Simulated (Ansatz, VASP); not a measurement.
Se in VASP and in Ansatz

The input INCAR:

```
ALGO     = Normal         # electronic algorithm
EDIFF    = 1E-7           # SCF threshold, eV
ENCUT    = 520            # plane-wave cutoff, eV
GGA      = PE             # functional
ISIF     = 2              # what is computed and relaxed
ISMEAR   = -1             # smearing method
LASPH    = T              # aspherical terms in the spheres
LCHARG   = F              # write CHGCAR
LREAL    = F              # projectors in reciprocal space
LWAVE    = F              # write WAVECAR
NBANDS   = 16             # bands
NELM     = 100            # most SCF steps
PREC     = Accurate       # precision mode
SIGMA    = 0.03           # smearing width, eV
```

File KPOINTS:

```
k-points
0
Gamma
  6 6 5
```

The input POSCAR:

```
Se
1.0
    4.4098619484      0.0000000000      0.0000000000
   -2.2049309742      3.8190524745      0.0000000000
    0.0000000000      0.0000000000      4.9536000000
Se
3
Direct
    0.2254000000      0.0000000000      0.3333333333
    0.0000000000      0.2254000000      0.6666666667
    0.7746000000      0.7746000000      0.0000000000
```

Input for Ansatz:

```yaml
crystal:
  lattice:
    - [4.4098619484, 0.0, 0.0]
    - [-2.2049309742, 3.8190524745, 0.0]
    - [0.0, 0.0, 4.9536]
  atoms:
    - { symbol: Se, position: [0.2254, 0.0, 0.3333333333] }
    - { symbol: Se, position: [0.0, 0.2254, 0.6666666667] }
    - { symbol: Se, position: [0.7746, 0.7746, 0.0] }
kpoints:
  mp_grid: { grid: [6, 6, 5] }
  band_path:
    path:
      - [0.0, 0.0, 0.0]
      - [0.5, 0.0, 0.0]
      - [0.3333333333, 0.3333333333, 0.0]
      - [0.0, 0.0, 0.0]
      - [0.0, 0.0, 0.5]
      - [0.5, 0.0, 0.5]
      - [0.3333333333, 0.3333333333, 0.5]
      - [0.0, 0.0, 0.5]
      - [0.5, 0.0, 0.5]
    npoints: 5
scf:
  occupations: { method: fermi_dirac, width: 0.03 }
hamiltonian:
  xc: pbe
  pseudopotentials: { kind: all_electron, lapw: { basis_error: 0.001 } }
output:
  forces: true
  stress: true
  eigenvalues: true
```

Change from the starting cell: equal xx and yy strain of +1 %.

Alike in both runs: task single point; functional PBE; k mesh 6 × 6 × 5; occupations fermi-dirac, width 0.03 eV; no spin polarisation.

|  | VASP | Ansatz |
| --- | --- | --- |
| version | VASP 6.6.1 | Ansatz 0.2.0 |
| potentials or method | VASP PAW PBE potentials, release 64 (Se), cutoff 520 eV | all-electron LAPW, scalar-relativistic |

```csv
,VASP,Ansatz,Ansatz less VASP
gap on the k mesh at the Fermi level (eV),1.31,1.31,+0.007
pressure (GPa),1.9,1.8,-0.13
"traceless stress, the component that is largest in VASP (GPa)",1.02,0.97,-0.044
rms of the force components (eV/Å),0.138,0.118,-0.0204
```

Atom by atom the forces differ by 0.020 eV/Å (rms over components). Ansatz ran all-electron here, and VASP with PAW potentials.
